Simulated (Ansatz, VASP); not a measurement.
# Al: VASP beside Ansatz

```xyz
4
Lattice="2.7393 0.0000 0.0000 -1.3696 2.3723 0.0000 0.0000 0.0000 9.2410" Properties=species:S:1:pos:R:3 pbc="T T T"
Al   -0.4726    0.0000    0.0000
Al    0.0000    1.5815    2.3103
Al    0.4726    0.0000    4.6205
Al    1.3696    0.7908    6.9308
```

Change from the starting cell: mode 4 frozen in at -0.486 Å, equal normal strain along x and y -0.0267.

Alike in both runs: task single point; functional PBE; dispersion D3(BJ); k mesh 18 × 18 × 4; occupations gaussian, width 0.15 eV; no spin polarisation.

```csv
,VASP,Ansatz
version,VASP 6.6.1,Ansatz 0.2.0
potentials or method,"VASP PAW PBE potentials, release 64 (Al), cutoff 520 eV","scalar-relativistic, plane waves, PAW"
valence electrons in the cell,12,12
```

|  | VASP | Ansatz | Ansatz less VASP |
| --- | --- | --- | --- |
| gap on the k mesh at the Fermi level (eV) | none | none | - |
| pressure (GPa) | 7.4 | 7.4 | -0.01 |
| traceless stress, the component that is largest in VASP (GPa) | 0.91 | 0.91 | +0.002 |
| rms of the force components (eV/Å) | 0.227 | 0.227 | +0.0003 |

Atom by atom the forces differ by 0.000 eV/Å (rms over components). A gap of «none» marks a metal or a gap that the smearing closes.
